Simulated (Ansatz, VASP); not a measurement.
# One calculation of Cr, two programs

The input INCAR:

```
  PREC = Accurate
  ENCUT = 520
  EDIFF = 1E-6
  ISMEAR = 0
  SIGMA = 0.1
  LREAL = F
  LASPH = T
  NELM = 60
  ALGO = Normal
  ISIF = 2
  LWAVE = F
  LCHARG = T
  GGA = PE
  LELF = T
  LVHAR = T
  NBANDS = 12
```

The input KPOINTS:

```
regular mesh
0
Gamma
  20 20 20
```

Contents of POSCAR:

```
Cr
1.0
    0.0000000000      1.7738748768      1.7738748768
    1.7738748768      0.0000000000      1.7738748768
    1.7738748768      1.7738748768      0.0000000000
Cr
1
Direct
    0.0000000000      0.0000000000      0.0000000000
```

Input for Ansatz:

```yaml
crystal:
  lattice:
    - [0.0, 1.7738748768, 1.7738748768]
    - [1.7738748768, 0.0, 1.7738748768]
    - [1.7738748768, 1.7738748768, 0.0]
  atoms:
    - { symbol: Cr, position: [0.0, 0.0, 0.0] }
basis:
  ecutwfc: 420
kpoints:
  mp_grid: { grid: [20, 20, 20] }
hamiltonian:
  xc: pbe
scf:
  occupations: { method: gaussian, width: 0.1 }
output:
  forces: true
  stress: true
  eigenvalues: true
```

Alike in both runs: task single point; functional PBE; k mesh 20 × 20 × 20; occupations gaussian, width 0.1 eV; no spin polarisation.

|  | VASP | Ansatz |
| --- | --- | --- |
| version | VASP 6.6.1 | Ansatz 0.2.0 |
| potentials or method | VASP PAW PBE potentials, release 64 (Cr_pv), cutoff 520 eV | scalar-relativistic, plane waves, PAW |
| valence electrons in the cell | 12 | 14 |

|  | VASP | Ansatz | Ansatz less VASP |
| --- | --- | --- | --- |
| gap on the k mesh at the Fermi level (eV) | none | none | - |
| pressure (GPa) | 16.3 | 16.8 | +0.51 |

A gap of «none» marks a metal or a gap that the smearing closes. The functional is the same, so the differences come from potentials, cutoffs and numerics. VASP's potentials hold 12 valence electrons a cell and Ansatz's 14, so a difference there can come from the potentials and not from the codes.
